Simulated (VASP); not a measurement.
# AlN (F-43m) in VASP: further runs

Runs on AlN. Level: PBE. Tasks: single point, relaxation of cell and atoms.

Program: VASP 6.6.1. These are calculated values, not measurements. Logs are shortened: lines on timing, memory, paths and dates and some standing lists are left out, and cuts for length are marked.

## 1. The cell of the first run

The structure is cubic, space group F-43m (No. 216). Conventional cell: a = 4.545 Å, b = 4.545 Å, c = 4.545 Å, α = 90.00°, β = 90.00°, γ = 90.00°. Within 2.6 Å of Al (site symmetry -43m) lie 4 N at 1.97 Å. Within 2.6 Å of N (site symmetry -43m) lie 4 Al at 1.97 Å.

## 2. Single point, PBE (11.74 Å³/atom)

File INCAR:

```
PREC = Accurate
ENCUT = 600
EDIFF = 1E-6
ISMEAR = 0
SIGMA = 0.02
LREAL = F
LASPH = T
NELM = 120
ALGO = Normal
ISIF = 2
LWAVE = F
LCHARG = T
GGA = PE
LELF = T
LVHAR = T
NBANDS = 11
GGA_COMPAT = F
```

File KPOINTS:

```
regular mesh
0
Gamma
  10 10 10
```

File POSCAR:

```
AlN
1.0
    0.0000000000      2.2726545855      2.2726545855
    2.2726545855      0.0000000000      2.2726545855
    2.2726545855      2.2726545855      0.0000000000
Al N
1 1
Direct
    0.0000000000      0.0000000000      0.0000000000
    0.7500000000      0.7500000000      0.7500000000
```

Potentials or basis: VASP PAW PBE potentials, release 64 (Al, N).

On the command line:

```bash
> cat potpaw_PBE.64/Al/POTCAR potpaw_PBE.64/N/POTCAR > POTCAR
> mpirun -np 1 vasp_std > vasp.out
```

OUTCAR:

```text
PREC = Accurate
   ENCUT = 600
   EDIFF = 1E-6
   ISMEAR = 0
   LREAL = F
   LASPH = T
   NELM = 120
   ISIF = 2
   GGA = PE

 ion  position               nearest neighbor table
   1  0.000  0.000  0.000-   2 1.97   2 1.97   2 1.97   2 1.97
   2  0.750  0.750  0.750-   1 1.97   1 1.97   1 1.97   1 1.97

  LATTYP: Found a face centered cubic cell.
 ALAT       =     4.5453091710

  Lattice vectors:

 A1 = (   0.0000000000,   2.2726545855,   2.2726545855)
 A2 = (   2.2726545855,   0.0000000000,   2.2726545855)
 A3 = (   2.2726545855,   2.2726545855,   0.0000000000)

Analysis of symmetry for initial positions (statically):
=====================================================================
 Subroutine PRICEL returns:
 Original cell was already a primitive cell.

 Routine SETGRP: Setting up the symmetry group for a
 face centered cubic supercell.

 Subroutine GETGRP returns: Found 24 space group operations
 (whereof 24 operations were pure point group operations)
 out of a pool of 48 trial point group operations.

The static configuration has the point symmetry T_d .

Analysis of symmetry for dynamics (positions and initial velocities):
=====================================================================
 Subroutine PRICEL returns:
 Original cell was already a primitive cell.

 Routine SETGRP: Setting up the symmetry group for a
 face centered cubic supercell.

 Subroutine GETGRP returns: Found 24 space group operations
 (whereof 24 operations were pure point group operations)
 out of a pool of 48 trial point group operations.

The dynamic configuration has the point symmetry T_d .

 Subroutine INISYM returns: Found 24 space group operations
 (whereof 24 operations are pure point group operations),
 and found     1 'primitive' translations

----------------------------------------------------------------------------------------

                                     Primitive cell

  volume of cell :      23.4763

  direct lattice vectors                    reciprocal lattice vectors
     0.000000000  2.272654586  2.272654586    -0.220007036  0.220007036  0.220007036
     2.272654586  0.000000000  2.272654586     0.220007036 -0.220007036  0.220007036
     2.272654586  2.272654586  0.000000000     0.220007036  0.220007036 -0.220007036

  length of vectors
     3.214018937  3.214018937  3.214018937     0.381063365  0.381063365  0.381063365

  position of ions in fractional coordinates (direct lattice)
     0.000000000  0.000000000  0.000000000
     0.750000000  0.750000000  0.750000000

  ion indices of the primitive-cell ions
   primitive index   ion index
                 1           1
                 2           2

----------------------------------------------------------------------------------------

 KPOINTS: regular mesh

Automatic generation of k-mesh.
 Grid dimensions read from file:
 generate k-points for:   10   10   10

 Generating k-lattice:

  Cartesian coordinates                     Fractional coordinates (reciprocal lattice)
    -0.022000704  0.022000704  0.022000704     0.100000000  0.000000000  0.000000000
     0.022000704 -0.022000704  0.022000704     0.000000000  0.100000000  0.000000000
     0.022000704  0.022000704 -0.022000704     0.000000000  0.000000000  0.100000000

  Length of vectors
     0.038106336  0.038106336  0.038106336

  Shift w.r.t. Gamma in fractional coordinates (k-lattice)
     0.000000000  0.000000000  0.000000000

 Subroutine IBZKPT returns following result:
 ===========================================

 Found     47 irreducible k-points:

 Following reciprocal coordinates:
            Coordinates               Weight
  0.000000  0.000000  0.000000      1.000000
  0.100000  0.000000  0.000000      8.000000
  0.200000  0.000000  0.000000      8.000000
  0.300000  0.000000  0.000000      8.000000
  0.400000  0.000000  0.000000      8.000000
  0.500000  0.000000  0.000000      4.000000
[... 16 lines left out ...]
  0.300000  0.300000  0.000000      6.000000
  0.400000  0.300000  0.000000     24.000000
 [... further k-points ...]
   k-points           NKPTS =     47   k-points in BZ     NKDIM =     47   number of bands    NBANDS=     11
   number of dos      NEDOS =    301   number of ions     NIONS =      2
   total plane-waves  NPLWV =  21952
   dimension x,y,z NGX =    28 NGY =   28 NGZ =   28
   dimension x,y,z NGXF=    56 NGYF=   56 NGZF=   56
   ions per type =               1   1
   NGX,Y,Z   is equivalent  to a cutoff of  14.48, 14.48, 14.48 a.u.
   NGXF,Y,Z  is equivalent  to a cutoff of  28.97, 28.97, 28.97 a.u.
 SYSTEM =  unknown system
   PREC   = accura    normal or accurate (medium, high low for compatibility)
   ISTART =      0    job   : 0-new  1-cont  2-samecut
   ICHARG =      2    charge: 1-file 2-atom 10-const
   ISPIN  =      1    spin polarized calculation?
   LNONCOLLINEAR =      F non collinear calculations
   LSORBIT =      F    spin-orbit coupling
   LASPH  =      T    aspherical Exc in radial PAW
   ENCUT  =  600.0 eV  44.10 Ry    6.64 a.u.   6.42  6.42  6.42*2*pi/ulx,y,z
   NELM   =    120;   NELMIN=  2; NELMDL= -5     # of ELM steps
   EDIFF  = 0.1E-05   stopping-criterion for ELM
   LREAL  =      F    real-space projection
   EDIFFG = 0.1E-04   stopping-criterion for IOM
   NSW    =      0    number of steps for IOM
   IBRION =     -1    ionic relax: 0-MD 1-quasi-New 2-CG
   NFREE  =      0    steps in history (QN), initial steepest desc. (CG)
   ISIF   =      2    stress and relaxation
   ISYM   =      2    0-nonsym 1-usesym 2-fastsym
   POTIM  = 0.5000    time-step for ionic-motion
   TEBEG  =    0.0;   TEEND  =   0.0 temperature during run
   PSTRESS=    0.0 pullay stress
   NELECT =       8.0000    total number of electrons
   NUPDOWN=      -1.0000    fix difference up-down
   EMIN   =  10.00;   EMAX   =-10.00  energy-range for DOS
   EFERMI =   0.00;   METHOD = LEGACY
   ISMEAR =     0;   SIGMA  =   0.02  broadening in eV -4-tet -1-fermi 0-gaus
   EFERMI_NEDOS =   21; number of points for ismear=-14 and -15
   IALGO  =     38    algorithm
   IMIX   =      4    mixing-type and parameters
     AMIX     =   0.40;   BMIX     =  1.00
     AMIX_MAG =   1.60;   BMIX_MAG =  1.00
  volume/ion in A,a.u.               =      11.74        79.21
  Fermi-wavevector in a.u.,A,eV,Ry     =   1.143479  2.160861 17.790208  1.307543
  Thomas-Fermi vector in A             =   2.280174
   LORBIT       =      0    0 simple, 1 ext, 2 COOP (PROOUT), +10 PAW based schemes
   GGA     = PE    functional components
   LHFCALC =     F    Hartree Fock is set to
   AEXX    =    0.0000 exact exchange contribution
   IVDW    =     0    specifies the selected vdW correction
   LEPSILON=     F    determine dielectric tensor
   LRPA    =     F    only Hartree local field effects (RPA)
 non-spin polarized calculation
 Gauss-broadening in eV      SIGMA  =   0.02
  energy-cutoff  :      600.00
  volume of cell :       23.48
 maximum number of plane-waves:       801
 NGX is ok and might be reduce to    28
   NGX = 13   NGY = 13   NGZ = 13

 number of electron       8.0000001 magnetization

 Free energy of the ion-electron system (eV)
  ---------------------------------------------------
  ext. energy  EPLUGINS =         0.00000000
  ---------------------------------------------------
  free energy    TOTEN  =       -14.73674522 eV

  energy without entropy =      -14.73674522  energy(sigma->0) =      -14.73674522

 E-fermi :   5.0012     XC(G=0): -10.4237

 val. band max:        4.8970303188   @ k =   0.0000   0.0000   0.0000
 cond. band min:       8.0771532472   @ k =   0.0000   0.0000   0.0000
 fundamental gap:      3.1801229284
 Fermi energy:         5.0012386172

 k-point     1 :       0.0000    0.0000    0.0000
  band No.  band energies     occupation
      1      -9.4250      2.00000
      2       4.8970      2.00000
      3       4.8970      2.00000
      4       4.8970      2.00000
      5       8.0772      0.00000
      6      16.3195      0.00000
      7      16.3195      0.00000
      8      16.3195      0.00000
      9      21.6508      0.00000
     10      21.6508      0.00000
     11      22.8388      0.00000

 k-point     2 :       0.1000    0.0000    0.0000
  band No.  band energies     occupation
      1      -9.2987      2.00000
      2       4.0803      2.00000
      3       4.8468      2.00000
      4       4.8468      2.00000
      5       8.7743      0.00000
      6      15.9362      0.00000
      7      16.4392      0.00000
      8      16.4392      0.00000
      9      20.4872      0.00000
     10      20.4872      0.00000
     11      22.1051      0.00000

 k-point     3 :       0.2000    0.0000    0.0000
  band No.  band energies     occupation
      1      -8.9413      2.00000
      2       2.5744      2.00000
      3       4.7220      2.00000
      4       4.7220      2.00000
      5       9.8953      0.00000
      6      15.1753      0.00000
      7      16.4510      0.00000
      8      16.4510      0.00000
      9      19.9255      0.00000
     10      19.9255      0.00000
     11      21.2107      0.00000

 k-point     4 :       0.3000    0.0000    0.0000
  band No.  band energies     occupation
      1      -8.4299      2.00000
      2       1.0881      2.00000
      3       4.5793      2.00000
      4       4.5793      2.00000
      5      10.7186      0.00000
      6      14.5142      0.00000
      7      15.9809      0.00000
      8      15.9809      0.00000
      9      20.7517      0.00000
     10      20.7517      0.00000
     11      20.8906      0.00000

 k-point     5 :       0.4000    0.0000    0.0000
  band No.  band energies     occupation
      1      -7.9316      2.00000
      2      -0.0401      2.00000
      3       4.4718      2.00000
      4       4.4718      2.00000
      5      11.1155      0.00000
      6      14.1031      0.00000
      7      15.4910      0.00000
      8      15.4910      0.00000
      9      21.1474      0.00000
     10      22.3324      0.00000
     11      22.3324      0.00000
[... 211 lines left out ...]
 k-point    21 :      -0.3000    0.2000    0.0000
  band No.  band energies     occupation
      1      -7.7991      2.00000
      2       0.6147      2.00000
      3       2.8606      2.00000
      4       4.3963      2.00000
      5      12.2034      0.00000
      6      12.9281      0.00000
      7      15.5192      0.00000
      8      16.3619      0.00000
      9      20.1824      0.00000
     10      22.0383      0.00000
     11      24.6766      0.00000

 k-point    22 :      -0.2000    0.2000    0.0000
  band No.  band energies     occupation
      1      -8.2617      2.00000
      2       1.3453      2.00000
      3       3.3343      2.00000
      4       4.6413      2.00000
      5      11.5495      0.00000
      6      13.9556      0.00000
      7      15.2604      0.00000
      8      16.4993      0.00000
      9      18.9299      0.00000
     10      21.8875      0.00000
     11      24.8733      0.00000

 k-point    23 :       0.3000    0.3000    0.0000
  band No.  band energies     occupation
      1      -8.1102      2.00000
      2       1.5302      2.00000
      3       3.7476      2.00000
      4       3.7476      2.00000
      5       9.8356      0.00000
      6      13.6941      0.00000
      7      15.6746      0.00000
      8      18.0801      0.00000
      9      18.0801      0.00000
     10      24.1264      0.00000
     11      26.6279      0.00000

 k-point    24 :       0.4000    0.3000    0.0000
  band No.  band energies     occupation
      1      -7.7279      2.00000
      2       0.9793      2.00000
      3       3.3224      2.00000
      4       3.5942      2.00000
      5       9.5396      0.00000
      6      13.5863      0.00000
      7      15.8669      0.00000
      8      18.2070      0.00000
      9      18.6372      0.00000
     10      24.8766      0.00000
     11      26.4059      0.00000

 [... further k-points ...]

------------------------ aborting loop because EDIFF is reached ----------------------------------------

  FORCE on cell =-STRESS in cart. coord.  units (eV):
  Direction    XX          YY          ZZ          XY          YZ          ZX
  --------------------------------------------------------------------------------------
  -------------------------------------------------------------------------------------
  Total       -2.2857517     -2.2857517     -2.2857517      0.0000000      0.0000000     -0.0000000
  in kB     -155.9945202   -155.9945202   -155.9945202      0.0000000      0.0000000     -0.0000000
  external PRESSURE =    -155.9945202 kB  Pullay stress =       0.0000000 kB

 VOLUME and BASIS-vectors are now :
 -----------------------------------------------------------------------------
  energy-cutoff  :      600.00
  volume of cell :       23.48
      direct lattice vectors                 reciprocal lattice vectors
     0.000000000  2.272654586  2.272654586    -0.220007036  0.220007036  0.220007036
     2.272654586  0.000000000  2.272654586     0.220007036 -0.220007036  0.220007036
     2.272654586  2.272654586  0.000000000     0.220007036  0.220007036 -0.220007036

 POSITION                                       TOTAL-FORCE (eV/Angst)
 -----------------------------------------------------------------------------------
      0.00000      0.00000      0.00000        -0.000000      0.000000      0.000000
      3.40898      3.40898      3.40898         0.000000     -0.000000     -0.000000
 -----------------------------------------------------------------------------------
    total drift:                               -0.000000     -0.000000     -0.000000

  FREE ENERGIE OF THE ION-ELECTRON SYSTEM (eV)
  ---------------------------------------------------
  free  energy   TOTEN  =       -14.7367452221 eV

  energy  without entropy=      -14.7367452221  energy(sigma->0) =      -14.73674522
```

It took 20 s on 1 thread of Intel Xeon Platinum 8259CL at 2.50GHz (Skylake/Cascade Lake), shared host; peak memory 0.15 GiB.

What came out:

```yaml
Free_energy: -14.7367 eV
Pressure: -15.6 GPa
Band_gap_on_the_k_mesh: 3.18 eV
```

Caveat: the cell stands under tension. A k mesh can miss the band edges.

## 3. Relaxation of cell and atoms, PBE

This run uses another cell than the first one, of 10.42 Å³/atom.

File INCAR:

```
PREC     = Accurate       # precision mode
ENCUT    = 600            # plane-wave cutoff, eV
EDIFF    = 1E-7           # SCF threshold, eV
ISMEAR   = 0              # smearing method
SIGMA    = 0.02           # smearing width, eV
LREAL    = False          # projectors in reciprocal space
LASPH    = True           # aspherical terms in the spheres
NELM     = 120            # most SCF steps
ALGO     = Normal         # electronic algorithm
ISIF     = 3              # what is computed and relaxed
LWAVE    = False          # write WAVECAR
LCHARG   = False          # write CHGCAR
GGA      = PE             # functional
IBRION   = 2              # ionic algorithm
NSW      = 100            # ionic steps
EDIFFG   = -0.005         # ionic threshold
GGA_COMPAT= False        
NELMIN   = 4
```

File KPOINTS:

```
Automatic mesh
0
Gamma
  10 10 10
```

File POSCAR:

```
AlN
1.0
    0.0000000000      2.1839935596      2.1839935596
    2.1839935596      0.0000000000      2.1839935596
    2.1839935596      2.1839935596      0.0000000000
Al N
1 1
Direct
    0.0000000000      0.0000000000      0.0000000000
    0.7500000000      0.7500000000      0.7500000000
```

Potentials or basis: VASP PAW PBE potentials, release 64 (Al, N).

On the command line:

```bash
> cat potpaw_PBE.64/Al/POTCAR potpaw_PBE.64/N/POTCAR > POTCAR
> mpirun -np 1 vasp_std > vasp.out
```

It took 33 s on 1 thread of Intel Xeon Platinum 8259CL at 2.50GHz (Skylake/Cascade Lake), shared host; peak memory 0.15 GiB.

The run converged. Its results:

- Free energy: -14.8483 eV
- Relaxed volume: 10.65 Å³/atom
- Relaxed cell: a = 3.112 Å, b = 3.112 Å, c = 3.112 Å, α = 60.00°, β = 60.00°, γ = 60.00°
- Space group after relaxing (to 0.1 Å): F-43m (No. 216)
- Energy gained by relaxing: 3.2 meV/atom
- Ionic steps: 3
- Pressure after relaxing: 0.0 GPa
- Band gap on the k mesh: 3.31 eV (least direct gap 4.00 eV)

Step by step:
```tsv
step	energy change (eV)	largest force (eV/Å)	pressure (GPa)	volume (Å³)
1	0.0000	0.0000	4.48	20.83
2	-0.0014	0.0000	-3.67	21.72
3	-0.0064	0.0000	0.00	21.30
```

Final structure:
```xyz
2
Lattice="0.0000 2.2002 2.2002 2.2002 0.0000 2.2002 2.2002 2.2002 0.0000" Properties=species:S:1:pos:R:3 pbc="T T T"
Al    0.0000    0.0000    0.0000
N     3.3003    3.3003    3.3003
```

Levels at points of the mesh, in eV from the valence-band top:
| k point | band 1 | band 2 | band 3 | band 4 | band 5 | band 6 | band 7 | band 8 |
| --- | --- | --- | --- | --- | --- | --- | --- | --- |
| (0.00, 0.00, 0.00) | -14.85 | 0.00 | 0.00 | 0.00 | 4.00 | 12.34 | 12.34 | 12.34 |
| (0.50, 0.00, 0.00) | -12.87 | -5.76 | -0.48 | -0.48 | 7.18 | 9.71 | 11.01 | 11.01 |
| (0.50, 0.50, 0.00) | -12.26 | -4.84 | -1.75 | -1.75 | 3.31 | 8.48 | 13.66 | 15.46 |

A k mesh can miss the band edges.
